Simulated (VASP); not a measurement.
Crystal: Be.

```
Be
1.0
    -0.00697    0.03050    2.65011
     3.99858    0.05973   -0.01058
     0.05973    4.01957    0.04631
Be
4
Direct
  0.50984 0.00650 0.00683
  0.49560 0.99378 0.50182
  0.52244 0.48634 0.00148
  0.47212 0.51338 0.48987
```

- Program: VASP 6.6.1
- Task: relaxation of cell and atoms
- Functional: PBE
- Potentials or basis: VASP PAW PBE potentials, release 64 (Be)
- Cutoff: 600 eV
- k mesh: 8 × 6 × 6
- Occupations: gaussian, width 0.2 eV
- Spin: no spin polarisation

At the start: pressure 2.1 GPa; volume 10.64 Å³/atom.

Q: Where does the relaxation end?

A: Over 44 steps the energy falls by 951.6 meV/atom and the volume is 7.91 Å³/atom (-25.7 %); space group P6_3/mmc (No. 194, to 0.05 Å).

The path:
```csv
step,energy change (eV),largest force (eV/Å),pressure (GPa),volume (Å³)
1,0.0000,1.1077,2.05,42.58
3,-0.1146,0.3159,-0.64,43.36
5,-0.3251,0.9806,-0.62,42.71
7,-0.3181,3.6093,8.89,37.30
9,-0.7912,3.0337,2.51,39.48
11,-0.8072,2.8882,1.84,39.81
13,-0.8301,2.9150,1.72,39.73
15,-0.8583,2.9545,1.67,39.38
17,-0.8835,2.9121,1.47,39.47
19,-1.0713,2.5378,0.14,39.52
21,-1.5978,1.5540,-3.74,39.70
23,-1.8855,1.5041,-6.52,39.79
25,-2.3686,1.1453,-6.07,37.64
27,-1.4252,4.3541,31.25,28.33
29,-2.8699,1.3449,2.70,32.80
31,-3.2012,1.3904,4.45,31.25
33,-3.4437,0.5980,-1.34,32.24
35,-3.6786,0.8856,2.02,31.35
37,-3.7318,0.6116,0.93,31.57
39,-3.7933,0.1930,-0.95,31.89
41,-3.8045,0.0873,0.27,31.59
43,-3.8063,0.0287,0.03,31.64
44,-3.8064,0.0124,-0.02,31.65
```

Final structure:
```
Be
1.0
    -0.06346    0.35848    2.22306
     3.82121    0.95421   -0.04618
     1.01847    4.07205    0.52226
Be
4
Cartesian
  1.1501 4.2445 1.3528
  4.1347 3.1751 1.6069
  2.0113 0.8303 1.9195
  2.2563 2.5196 0.5190
```

Caveat: the volume moved by over 15 % at a fixed basis, so the end points are rough.
